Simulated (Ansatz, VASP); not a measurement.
# Two plane-wave programs on Be7S

```
CELL_PARAMETERS angstrom
3.53651 0.00000 0.00000
-1.76825 3.06271 0.00000
0.00000 0.00000 8.20154
ATOMIC_POSITIONS crystal
Be 0.33333 0.66667 0.86439
Be 0.66667 0.33333 0.86439
Be 0.66667 0.33333 0.13561
Be 0.33333 0.66667 0.13561
Be 0.00000 0.00000 0.00000
Be 0.00000 0.00000 0.26463
Be 0.00000 0.00000 0.73537
S 0.00000 0.00000 0.50000
```

Alike in both runs: functional PBE; k mesh 12 × 12 × 4; occupations gaussian, width 0.1 eV; no spin polarisation.

Ansatz relaxed the structure, and its values are those at the end. VASP's run is a single point on that final structure, the one shown.

|  | VASP | Ansatz |
| --- | --- | --- |
| version | VASP 6.6.1 | Ansatz 0.2.0 |
| potentials or method | VASP PAW PBE potentials, release 64 (Be, S), cutoff 520 eV | scalar-relativistic, plane waves, PAW |
| valence electrons in the cell | 20 | 20 |

Ansatz gave:

| Property | Result |
| --- | --- |
| gap on the k mesh at the Fermi level (eV) | none |
| pressure (GPa) | 0.0 |

Q: Which values does VASP return?

A: gap on the k mesh at the Fermi level (eV): none; pressure (GPa): 0.1.

A gap of «none» marks a metal or a gap that the smearing closes.
